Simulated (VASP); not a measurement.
Here is a VASP 6.6.1 calculation.

The input INCAR:

```
  PREC = Accurate
  ENCUT = 520
  EDIFF = 1E-7
  ISMEAR = 0
  SIGMA = 0.1
  LREAL = F
  LASPH = T
  NELM = 80
  ALGO = Normal
  ISIF = 2
  LWAVE = F
  LCHARG = F
  GGA = PE
  IVDW = 12
  NBANDS = 20
```

The input KPOINTS:

```
Automatic mesh
0
Gamma
  6 6 4
```

Contents of POSCAR:

```
TiB4
1.0
    3.0116766011      0.0000000000      0.0000000000
   -1.5058383006      2.6081884446      0.0000000000
    0.0000000000      0.0000000000      4.9873992613
Ti B
1 4
Direct
    0.0000000000      0.0000000000      0.0000000000
    0.3333333333      0.6666666667      0.6899294738
    0.6666666667      0.3333333333      0.6899294738
    0.3333333333      0.6666666667      0.3100705262
    0.6666666667      0.3333333333      0.3100705262
```

Potentials or basis: VASP PAW PBE potentials, release 64 (Ti_sv, B).

Command:

```console
$ cat potpaw_PBE.64/Ti_sv/POTCAR potpaw_PBE.64/B/POTCAR > POTCAR
$ mpirun -np 1 vasp_std > vasp.out
```

**Question.** Predict the largest force.

**Answer.** 0.006 eV/Å.

**Question.** Predict the band gap on the k mesh.

**Answer.** Zero (bands 12 and 13 overlap by 1.04 eV).

**Question.** What does it give for the pressure?

**Answer.** 0.2 GPa.

**Question.** What does it give for the dispersion energy per atom?

**Answer.** -0.338 eV.

Forces on the atoms (eV/Å):
```
Ti   0.000  0.000  0.000
B    0.000  0.000 -0.006
B    0.000  0.000 -0.006
B    0.000  0.000  0.006
B    0.000  0.000  0.006
```

Caveat: the k points lie up to 0.40 Å⁻¹ apart, too coarse for converged energies and pressures of a metal.
